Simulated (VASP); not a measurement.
Write the native input for VASP 6.6.1 that does the following.

```yaml
Task: relaxation of cell and atoms
Functional: PBE
Potentials_or_basis: VASP PAW PBE potentials, release 64 (Sn_d, Se)
Cutoff: 600 eV
k_mesh: 12 × 12 × 6
Occupations: gaussian, width 0.01 eV
Spin: no spin polarisation
Dipole_correction: no
Further_INCAR_settings: ALGO = Normal; EDIFF = 1e-07; IBRION = 2; EDIFFG = -0.01; NSW = 80; ISIF = 3
```

The structure of SnSe2 lies in POSCAR:

```
SnSe2
1.0
    3.8110000000      0.0000000000      0.0000000000
   -1.9055000000      3.3004228100      0.0000000000
    0.0000000000      0.0000000000      6.1360000000
Sn Se
1 2
Direct
    0.0000000000      0.0000000000      0.0000000000
    0.3333333333      0.6666666667      0.2490000000
    0.6666666667      0.3333333333      0.7510000000
```

The input as run:

INCAR

```
PREC = Accurate
ENCUT = 600
EDIFF = 1E-7
ISMEAR = 0
SIGMA = 0.01
LREAL = F
LASPH = T
NELM = 80
ALGO = Normal
ISIF = 3
LWAVE = F
LCHARG = F
GGA = PE
IBRION = 2
NSW = 80
EDIFFG = -0.01
```

KPOINTS

```
Automatic mesh
0
Gamma
  12 12 6
```

Potentials or basis: VASP PAW PBE potentials, release 64 (Sn_d, Se).

Run with:

```console
$ cat potpaw_PBE.64/Sn_d/POTCAR potpaw_PBE.64/Se/POTCAR > POTCAR
$ mpirun -np 1 vasp_std > vasp.out
```

Results of the run:

| Quantity | Value |
| --- | --- |
| Relaxed volume | 29.79 Å³/atom |
| Relaxed cell | a = 3.874 Å, b = 3.874 Å, c = 6.875 Å, α = 90.00°, β = 90.00°, γ = 120.00° |
| Space group after relaxing (to 0.05 Å) | P-3m1 (No. 164) |
| Energy gained by relaxing | 41.7 meV/atom |
| Ionic steps | 20 |
| Pressure after relaxing | 0.0 GPa |
| Largest force after relaxing | 0.003 eV/Å |
| Band gap on the k mesh | 0.68 eV, indirect (least direct gap 1.08 eV) |

Caveat: the volume moved by over 15 % at a fixed basis, so the end points are rough; spin-orbit coupling is left out, which moves the levels of the heavy elements; this functional lacks dispersion, which binds the layers, so the pressure and a relaxed spacing across them are unreliable; the volume moved by +16 % from the deposited cell, more than functionals usually miss.

Wall time 29 min on 1 thread of Intel Xeon 6975P-C (shared host), peak memory 0.34 GiB.
